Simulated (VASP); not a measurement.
# Co (P6_3/mmc) in VASP: a series of runs

Runs on Co. Level: LDA. Tasks: single point, relaxation of cell and atoms.

Everything below comes from runs of VASP 6.6.1. Logs are shortened: lines on timing, memory, paths and dates and some standing lists are left out, and cuts for length are marked.

### Step 1. The cell of the first run

Symmetry: P6_3/mmc, No. 194, hexagonal system. The conventional cell has a = 2.429 Å, b = 2.429 Å, c = 3.919 Å, α = 90.00°, β = 90.00°, γ = 120.00°. Co (site symmetry -6m2) has 12 Co at 2.41 to 2.43 Å within 3.2 Å.

### Step 2. Single point, LDA, collinear spin, ferromagnetic start

Input file INCAR:

```
SYSTEM = Co
ALGO = Normal
EDIFF = 1E-6
ENCUT = 520
ISIF = 2
ISMEAR = -1
ISPIN = 2
LASPH = .TRUE.
LCHARG = .FALSE.
LMAXMIX = 4
LORBIT = 11
LREAL = .FALSE.
LWAVE = .FALSE.
MAGMOM = 1.7 1.7
NBANDS = 20
NELM = 150
PREC = Accurate
SIGMA = 0.05
```

Input file KPOINTS:

```
k-points
0
G
  23 23 13
  0 0 0
```

Input file POSCAR:

```
Co
1.0
    2.4294078713      0.0000000000      0.0000000000
   -1.2147039357      2.1039289327      0.0000000000
    0.0000000000      0.0000000000      3.9185622216
Co
2
Direct
    0.3333333333      0.6666666667      0.2500000000
    0.6666666667      0.3333333333      0.7500000000
```

Potentials or basis: VASP PAW LDA potentials, release 64 (Co).

Launch:

```
cat potpaw_LDA.64/Co/POTCAR > POTCAR
mpirun -np 1 vasp_std > vasp.out
```

OUTCAR:

```text
SYSTEM = Co
   EDIFF = 1E-6
   ENCUT = 520
   ISIF = 2
   ISMEAR = -1
   ISPIN = 2
   LASPH = .TRUE.
   LORBIT = 11
   LREAL = .FALSE.
   NELM = 150
   PREC = Accurate

 ion  position               nearest neighbor table
   1  0.333  0.667  0.250-   2 2.41   2 2.41   2 2.41   2 2.41   2 2.41   2 2.41
   2  0.667  0.333  0.750-   1 2.41   1 2.41   1 2.41   1 2.41   1 2.41   1 2.41

  LATTYP: Found a hexagonal cell.
 ALAT       =     2.4294078713
 C/A-ratio  =     1.6129700854

  Lattice vectors:

 A1 = (   2.4294078713,   0.0000000000,   0.0000000000)
 A2 = (  -1.2147039357,   2.1039289327,   0.0000000000)
 A3 = (   0.0000000000,   0.0000000000,   3.9185622216)

Analysis of symmetry for initial positions (statically):
=====================================================================
 Subroutine PRICEL returns:
 Original cell was already a primitive cell.

 Routine SETGRP: Setting up the symmetry group for a
 hexagonal supercell.

 Subroutine GETGRP returns: Found 24 space group operations
 (whereof 12 operations were pure point group operations)
 out of a pool of 24 trial point group operations.

The static configuration has the point symmetry D_3d.
 The point group associated with its full space group is D_6h.

Analysis of symmetry for dynamics (positions and initial velocities):
=====================================================================
 Subroutine PRICEL returns:
 Original cell was already a primitive cell.

 Routine SETGRP: Setting up the symmetry group for a
 hexagonal supercell.

 Subroutine GETGRP returns: Found 24 space group operations
 (whereof 12 operations were pure point group operations)
 out of a pool of 24 trial point group operations.

The dynamic configuration has the point symmetry D_3d.
 The point group associated with its full space group is D_6h.

Analysis of structural, dynamic, and magnetic symmetry:
=====================================================================
 Subroutine PRICEL returns:
 Original cell was already a primitive cell.

 Routine SETGRP: Setting up the symmetry group for a
 hexagonal supercell.

 Subroutine GETGRP returns: Found 24 space group operations
 (whereof 12 operations were pure point group operations)
 out of a pool of 24 trial point group operations.

The overall configuration has the point symmetry D_3d.
 The point group associated with its full space group is D_6h.

 Subroutine INISYM returns: Found 24 space group operations
 (whereof 12 operations are pure point group operations),
 and found     1 'primitive' translations

----------------------------------------------------------------------------------------

                                     Primitive cell

  volume of cell :      20.0290

  direct lattice vectors                    reciprocal lattice vectors
     2.429407871  0.000000000  0.000000000     0.411622936  0.237650613  0.000000000
    -1.214703936  2.103928933  0.000000000     0.000000000  0.475301225  0.000000000
     0.000000000  0.000000000  3.918562222     0.000000000  0.000000000  0.255195642

  length of vectors
     2.429407871  2.429407871  3.918562222     0.475301225  0.475301225  0.255195642

  position of ions in fractional coordinates (direct lattice)
     0.333333333  0.666666667  0.250000000
     0.666666667  0.333333333  0.750000000

  ion indices of the primitive-cell ions
   primitive index   ion index
                 1           1
                 2           2

----------------------------------------------------------------------------------------

 KPOINTS: k-points

Automatic generation of k-mesh.
 Grid dimensions read from file:
 generate k-points for:   23   23   13

 Generating k-lattice:

  Cartesian coordinates                     Fractional coordinates (reciprocal lattice)
     0.017896649  0.010332635  0.000000000     0.043478261  0.000000000  0.000000000
     0.000000000  0.020665271  0.000000000     0.000000000  0.043478261  0.000000000
     0.000000000  0.000000000  0.019630434     0.000000000  0.000000000  0.076923077

  Length of vectors
     0.020665271  0.020665271  0.019630434

  Shift w.r.t. Gamma in fractional coordinates (k-lattice)
     0.000000000  0.000000000  0.000000000

 Subroutine IBZKPT returns following result:
 ===========================================

 Found    392 irreducible k-points:

 Following reciprocal coordinates:
            Coordinates               Weight
  0.000000  0.000000  0.000000      1.000000
  0.043478  0.000000  0.000000      6.000000
  0.086957 -0.000000  0.000000      6.000000
  0.130435  0.000000  0.000000      6.000000
  0.173913  0.000000  0.000000      6.000000
  0.217391 -0.000000  0.000000      6.000000
[... 16 lines left out ...]
  0.478261  0.043478  0.000000      6.000000
  0.086957  0.086957  0.000000      6.000000
 [... further k-points ...]
   k-points           NKPTS =    392   k-points in BZ     NKDIM =    392   number of bands    NBANDS=     20
   number of dos      NEDOS =    301   number of ions     NIONS =      2
   total plane-waves  NPLWV =   9720
   dimension x,y,z NGX =    18 NGY =   18 NGZ =   30
   dimension x,y,z NGXF=    36 NGYF=   36 NGZF=   60
   ions per type =               2
   NGX,Y,Z   is equivalent  to a cutoff of  12.32, 12.32, 12.73 a.u.
   NGXF,Y,Z  is equivalent  to a cutoff of  24.64, 24.64, 25.46 a.u.
 SYSTEM =  Co
   PREC   = accura    normal or accurate (medium, high low for compatibility)
   ISTART =      0    job   : 0-new  1-cont  2-samecut
   ICHARG =      2    charge: 1-file 2-atom 10-const
   ISPIN  =      2    spin polarized calculation?
   LNONCOLLINEAR =      F non collinear calculations
   LSORBIT =      F    spin-orbit coupling
   LASPH  =      T    aspherical Exc in radial PAW
   ENCUT  =  520.0 eV  38.22 Ry    6.18 a.u.   4.52  4.52  7.29*2*pi/ulx,y,z
   NELM   =    150;   NELMIN=  2; NELMDL= -5     # of ELM steps
   EDIFF  = 0.1E-05   stopping-criterion for ELM
   LREAL  =      F    real-space projection
   EDIFFG = 0.1E-04   stopping-criterion for IOM
   NSW    =      0    number of steps for IOM
   IBRION =     -1    ionic relax: 0-MD 1-quasi-New 2-CG
   NFREE  =      0    steps in history (QN), initial steepest desc. (CG)
   ISIF   =      2    stress and relaxation
   ISYM   =      2    0-nonsym 1-usesym 2-fastsym
   POTIM  = 0.5000    time-step for ionic-motion
   TEBEG  =    0.0;   TEEND  =   0.0 temperature during run
   PSTRESS=    0.0 pullay stress
   NELECT =      18.0000    total number of electrons
   NUPDOWN=      -1.0000    fix difference up-down
   EMIN   =  10.00;   EMAX   =-10.00  energy-range for DOS
   EFERMI =   0.00;   METHOD = LEGACY
   ISMEAR =    -1;   SIGMA  =   0.05  broadening in eV -4-tet -1-fermi 0-gaus
   EFERMI_NEDOS =   21; number of points for ismear=-14 and -15
   IALGO  =     38    algorithm
   IMIX   =      4    mixing-type and parameters
     AMIX     =   0.40;   BMIX     =  1.00
     AMIX_MAG =   1.60;   BMIX_MAG =  1.00
  volume/ion in A,a.u.               =      10.01        67.58
  Fermi-wavevector in a.u.,A,eV,Ry     =   1.579839  2.985463 33.958676  2.495892
  Thomas-Fermi vector in A             =   2.680158
   LORBIT       =     11    0 simple, 1 ext, 2 COOP (PROOUT), +10 PAW based schemes
   GGA     = CA    functional components
   LHFCALC =     F    Hartree Fock is set to
   AEXX    =    0.0000 exact exchange contribution
   IVDW    =     0    specifies the selected vdW correction
   LEPSILON=     F    determine dielectric tensor
   LRPA    =     F    only Hartree local field effects (RPA)
 spin polarized calculation
  energy-cutoff  :      520.00
  volume of cell :       20.03
 maximum number of plane-waves:       557
 NGX is ok and might be reduce to    18
   NGX =  9   NGY =  9   NGZ = 15

 number of electron      17.9999991 magnetization       2.9802357

 Free energy of the ion-electron system (eV)
  ---------------------------------------------------
  ext. energy  EPLUGINS =         0.00000000
  ---------------------------------------------------
  free energy    TOTEN  =       -16.25801584 eV

  energy without entropy =      -16.24279091  energy(sigma->0) =      -16.25040337

 E-fermi :  11.0721     XC(G=0): -14.2140

 val. band max:       11.0701027102   @ k =   0.0870  -0.0000   0.2308
 cond. band min:      11.0761829492   @ k =   0.0870   0.0870   0.2308
 fundamental gap:      0.0060802389
 Fermi energy:        11.0720986396

 spin component 1

 k-point     1 :       0.0000    0.0000    0.0000
  band No.  band energies     occupation
      1       1.7181      1.00000
      2       5.6517      1.00000
      3       8.5269      1.00000
      4       8.5419      1.00000
      5       8.5419      1.00000
      6       8.9089      1.00000
[... 12 lines left out ...]
     19      38.3424      0.00000
     20      38.3424      0.00000
[... 507 lines left out ...]
 k-point    24 :       0.0870    0.0870    0.0000
  band No.  band energies     occupation
      1       2.5441      1.00000
      2       6.1291      1.00000
      3       7.9894      1.00000
      4       8.4874      1.00000
      5       8.7202      1.00000
      6       8.9520      1.00000
[... 12 lines left out ...]
     19      37.3510      0.00000
     20      40.7372      0.00000

 [... further k-points ...]

 spin component 2

 k-point     1 :       0.0000    0.0000    0.0000
  band No.  band energies     occupation
      1       1.9045      1.00000
      2       6.5183      1.00000
      3       9.9035      1.00000
      4       9.9080      1.00000
      5       9.9080      1.00000
      6      10.3203      1.00000
[... 12 lines left out ...]
     19      38.7732      0.00000
     20      38.7732      0.00000
[... 507 lines left out ...]
 k-point    24 :       0.0870    0.0870    0.0000
  band No.  band energies     occupation
      1       2.7361      1.00000
      2       7.0467      1.00000
      3       9.2781      1.00000
      4       9.4659      1.00000
      5      10.0884      1.00000
      6      10.3633      1.00000
[... 12 lines left out ...]
     19      37.6317      0.00000
     20      41.0330      0.00000

 [... further k-points ...]

------------------------ aborting loop because EDIFF is reached ----------------------------------------

  FORCE on cell =-STRESS in cart. coord.  units (eV):
  Direction    XX          YY          ZZ          XY          YZ          ZX
  --------------------------------------------------------------------------------------
  -------------------------------------------------------------------------------------
  Total       -0.1406065     -0.1406065     -0.1848233      0.0000000      0.0000000      0.0000000
  in kB      -11.2475468    -11.2475468    -14.7845808      0.0000000      0.0000000      0.0000000
  external PRESSURE =     -12.4265581 kB  Pullay stress =       0.0000000 kB

 VOLUME and BASIS-vectors are now :
 -----------------------------------------------------------------------------
  energy-cutoff  :      520.00
  volume of cell :       20.03
      direct lattice vectors                 reciprocal lattice vectors
     2.429407871  0.000000000  0.000000000     0.411622936  0.237650613  0.000000000
    -1.214703936  2.103928933  0.000000000     0.000000000  0.475301225  0.000000000
     0.000000000  0.000000000  3.918562222     0.000000000  0.000000000  0.255195642

 POSITION                                       TOTAL-FORCE (eV/Angst)
 -----------------------------------------------------------------------------------
     -0.00000      1.40262      0.97964        -0.000000      0.000000      0.000000
      1.21470      0.70131      2.93892         0.000000     -0.000000      0.000000
 -----------------------------------------------------------------------------------
    total drift:                                0.000000     -0.000000     -0.000000

  FREE ENERGIE OF THE ION-ELECTRON SYSTEM (eV)
  ---------------------------------------------------
  free  energy   TOTEN  =       -16.2580158353 eV

  energy  without entropy=      -16.2427909119  energy(sigma->0) =      -16.25040337

 total charge

# of ion       s       p       d       tot
------------------------------------------
    1        0.523   0.589   7.338   8.450
    2        0.523   0.589   7.338   8.450
--------------------------------------------------
tot          1.046   1.177  14.676  16.899

 magnetization (x)

# of ion       s       p       d       tot
------------------------------------------
    1       -0.013  -0.039   1.536   1.484
    2       -0.013  -0.039   1.536   1.484
--------------------------------------------------
tot         -0.027  -0.078   3.071   2.967
```

It took 5.8 min on 1 thread of Intel Xeon Platinum 8259CL at 2.50GHz (Skylake/Cascade Lake), shared host; peak memory 0.3 GiB.

Results:

- Free energy: -16.2580 eV
- Pressure: -1.2 GPa
- Net moment: 2.98 μB per cell
- Site moments: Co +1.48 μB
- Valence electrons inside the program's atomic spheres: Co 8.45

Levels at points of the mesh, in eV from the Fermi level:
Spin up:
```
           k point  band 6  band 7  band 8  band 9  band 10  band 11  band 12  band 13  band 14  band 15
(0.00, 0.00, 0.00)   -2.16   -2.16   -1.77   -1.77    -0.49    -0.49    -0.05     7.25    22.64    25.93
```
Spin down:
```tsv
k point	band 4	band 5	band 6	band 7	band 8	band 9	band 10	band 11
(0.00, 0.00, 0.00)	-1.16	-1.16	-0.75	-0.75	-0.30	-0.30	0.12	1.07
```

### Step 3. Relaxation of cell and atoms, LDA, collinear spin, ferromagnetic start

This run uses another cell than the first one, of 11.07 Å³/atom.

Edit INCAR of step 2 so:

```diff
@@ -3,4 +3,6 @@
 EDIFF = 1E-6
-ENCUT = 520
-ISIF = 2
+EDIFFG = -0.003
+ENCUT = 600
+IBRION = 2
+ISIF = 3
 ISMEAR = -1
@@ -14,4 +16,4 @@
 MAGMOM = 1.7 1.7
-NBANDS = 20
 NELM = 150
+NSW = 100
 PREC = Accurate
```

KPOINTS is that of step 2.

Input file POSCAR:

```
Co
1.0
    2.5071000000      0.0000000000      0.0000000000
   -1.2535500000      2.1712122898      0.0000000000
    0.0000000000      0.0000000000      4.0686000000
Co
2
Direct
    0.3333333333      0.6666666667      0.2500000000
    0.6666666667      0.3333333333      0.7500000000
```

Potentials or basis: VASP PAW LDA potentials, release 64 (Co).

Launch:

```
cat potpaw_LDA.64/Co/POTCAR > POTCAR
mpirun -np 1 vasp_std > vasp.out
```

Wall time 34 min (1 thread of Oxide Virtual Turin-like, shared host); peak memory 0.31 GiB.

The run converged. Its results:

```yaml
Free_energy: -16.2593 eV
Relaxed_volume: 9.97 Å³/atom
Relaxed_cell: a = 2.426 Å, b = 2.426 Å, c = 3.910 Å, α = 90.00°, β = 90.00°, γ = 120.00°
Space_group_after_relaxing_to_0.1_Å: P6_3/mmc (No. 194)
Energy_gained_by_relaxing: 85.3 meV/atom
Ionic_steps: 9
Pressure_after_relaxing: 0.0 GPa
Net_moment: 2.97 μB per cell
Site_moments: Co +1.48 μB
Valence_electrons_inside_the_program's_atomic_spheres: Co 8.46
```

Step by step:
```tsv
step	energy change (eV)	largest force (eV/Å)	pressure (GPa)	volume (Å³)
1	0.0000	0.0000	-22.35	22.15
2	0.1103	0.0000	40.98	17.56
3	-0.1701	0.0000	-0.86	20.00
4	-0.1703	0.0000	-0.10	19.94
5	-0.1703	0.0000	0.43	19.90
6	-0.1706	0.0000	-0.45	19.97
7	-0.1706	0.0000	-0.33	19.96
8	-0.1706	0.0000	0.24	19.92
9	-0.1706	0.0000	0.03	19.93
```

Final structure:
```yaml
crystal:
  lattice:
    - [2.42636, 0.00000, 0.00000]
    - [-1.21318, 2.10129, 0.00000]
    - [0.00000, 0.00000, 3.90960]
  atoms:
    - { symbol: Co, position: [0.33333, 0.66667, 0.25000] }
    - { symbol: Co, position: [0.66667, 0.33333, 0.75000] }
```

Levels at points of the mesh, in eV from the Fermi level:
Spin up:
| k point | band 6 | band 7 | band 8 | band 9 | band 10 | band 11 | band 12 | band 13 | band 14 | band 15 |
| --- | --- | --- | --- | --- | --- | --- | --- | --- | --- | --- |
| (0.00, 0.00, 0.00) | -2.17 | -2.17 | -1.77 | -1.77 | -0.48 | -0.48 | -0.04 | 7.32 | 22.67 | 26.03 |
Spin down:
| k point | band 5 | band 6 | band 7 | band 8 | band 9 | band 10 |
| --- | --- | --- | --- | --- | --- | --- |
| (0.00, 0.00, 0.00) | -1.17 | -0.76 | -0.76 | -0.31 | -0.31 | 0.14 |

LDA usually gives volumes a few per cent too small. Zero-point motion and thermal expansion aren't in these numbers.
